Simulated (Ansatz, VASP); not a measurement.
One calculation of Hf, two programs

```xyz
2
Lattice="3.2253 0.0000 0.0000 -1.6126 2.7932 0.0000 0.0000 0.0000 5.1057" Properties=species:S:1:pos:R:3 pbc="T T T"
Hf    0.0000    1.8621    1.2764
Hf    1.6126    0.9311    3.8293
```

Alike in both runs: functional revPBE; k mesh 11 × 11 × 6; occupations fermi-dirac, width 0.1 eV; no spin polarisation.

Ansatz relaxed the structure, and its values are those at the end. VASP's run is a single point on that final structure, the one shown.

|  | VASP | Ansatz |
| --- | --- | --- |
| version | VASP 6.6.1 | Ansatz 0.2.0 |
| potentials or method | VASP PAW PBE potentials, release 64 (Hf_pv), cutoff 520 eV | plane waves (420 eV) with PAW, scalar-relativistic |
| valence electrons in the cell | 20 | 52 |

```tsv
	VASP	Ansatz	Ansatz less VASP
pressure (GPa)	-0.5	0.0	+0.47
```

VASP's potentials were made for PBE, not for revPBE. VASP's potentials hold 20 valence electrons a cell and Ansatz's 52, so a difference there can come from the potentials and not from the codes.

Neither program's run includes spin-orbit coupling.
